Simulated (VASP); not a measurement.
Input of a VASP 6.6.1 run:

The input INCAR:

```
SYSTEM = TiSi2
PREC = Accurate
ENCUT = 600
EDIFF = 1E-7
ISMEAR = -1
SIGMA = 0.05
LREAL = .FALSE.
LASPH = .TRUE.
NELM = 60
ALGO = Normal
ISIF = 3
LWAVE = .FALSE.
LCHARG = .FALSE.
GGA = PS
IBRION = 2
NSW = 60
EDIFFG = -0.01
```

File KPOINTS:

```
Automatic mesh
0
G
  7 7 7
  0 0 0
```

POSCAR

```
TiSi2
1.0
    0.0000000000      4.1175163063      4.2628978354
    2.3895119538      0.0000000000      4.2628978354
    2.3895119538      4.1175163063      0.0000000000
Ti Si
2 4
Direct
    0.7500000000      0.7500000000      0.7500000000
    0.5000000000      0.5000000000      0.5000000000
    0.4125656100      0.0874343900      0.4125656100
    0.0874343900      0.4125656100      0.0874343900
    0.1625656100      0.8374343900      0.1625656100
    0.8374343900      0.1625656100      0.8374343900
```

Potentials or basis: VASP PAW PBE potentials, release 64 (Ti_sv, Si).

Run with:

```sh
$ cat potpaw_PBE.64/Ti_sv/POTCAR potpaw_PBE.64/Si/POTCAR > POTCAR
$ mpirun -np 1 vasp_std > vasp.out
```

(1) Estimate the relaxed volume.

(2) What does it give for the space group after relaxing (to 0.1 Å)?

(3) Predict the relaxed cell.

Results:

(1) 13.79 Å³/atom.

(2) Fddd (No. 70).

(3) a = 5.900 Å, b = 4.879 Å, c = 4.725 Å, α = 75.78°, β = 53.29°, γ = 50.93°.

Caveat: the PAW data sets were made with another functional, which shifts forces and pressure a little.
